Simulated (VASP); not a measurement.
## Au: single point with PBE0

The system is Au.

```xyz
2
Lattice="2.9382 0.0000 0.0000 -1.4691 2.5445 0.0000 0.0000 0.0000 4.9442" Properties=species:S:1:pos:R:3 pbc="T T T"
Au    1.4691    0.8482    1.2361
Au    0.0000    1.6963    3.7082
```

This isn't the form of Au at room conditions, which is fcc.

| Item | Value |
| --- | --- |
| Program | VASP 6.6.1 |
| Task | single point |
| Functional | PBE0 |
| Potentials or basis | VASP PAW PBE potentials, release 64 (Au) |
| Cutoff | 520 eV |
| k mesh | 6 × 6 × 4 |
| Occupations | fermi-dirac, width 0.05 eV |
| Spin | no spin polarisation |
| Dipole correction | no |
| Grid for exact exchange (PRECFOCK) | Normal |
| Further INCAR settings | ALGO = Normal; EDIFF = 1e-06; NBANDS = 18 |
| Share of exact exchange | 0.25 |

The pressure is -4.6 GPa and the band gap on the k mesh is zero (bands 11 and 12 overlap by 9.03 eV).

Stress tensor (GPa, compression positive):
```
-2.23  0.00  0.00
 0.00 -2.23  0.00
 0.00  0.00 -9.48
```

Levels at points of the mesh, in eV from the Fermi level:
| k point | band 8 | band 9 | band 10 | band 11 | band 12 | band 13 | band 14 | band 15 |
| --- | --- | --- | --- | --- | --- | --- | --- | --- |
| (0.00, 0.00, 0.00) | -4.45 | -4.45 | -3.11 | -3.11 | -0.85 | 3.45 | 16.24 | 17.31 |
| (0.50, 0.00, 0.00) | -2.92 | -2.79 | -2.60 | 0.89 | 2.24 | 7.02 | 8.40 | 8.61 |
| (0.00, 0.00, 0.50) | -5.40 | -3.58 | -3.58 | -3.58 | -3.58 | 11.72 | 11.72 | 16.56 |
| (0.50, 0.00, 0.50) | -3.18 | -2.66 | -2.66 | 1.35 | 1.35 | 4.92 | 4.92 | 14.57 |

Wall time 82 min on 1 thread of AMD EPYC 7571, with other jobs on the host, peak memory 0.14 GiB.

Caveat: the k points lie up to 0.41 Å⁻¹ apart, too coarse for converged energies and pressures of a metal; the PAW data sets were made with another functional, which shifts forces and pressure a little; spin-orbit coupling is left out, which moves the levels of the heavy elements.
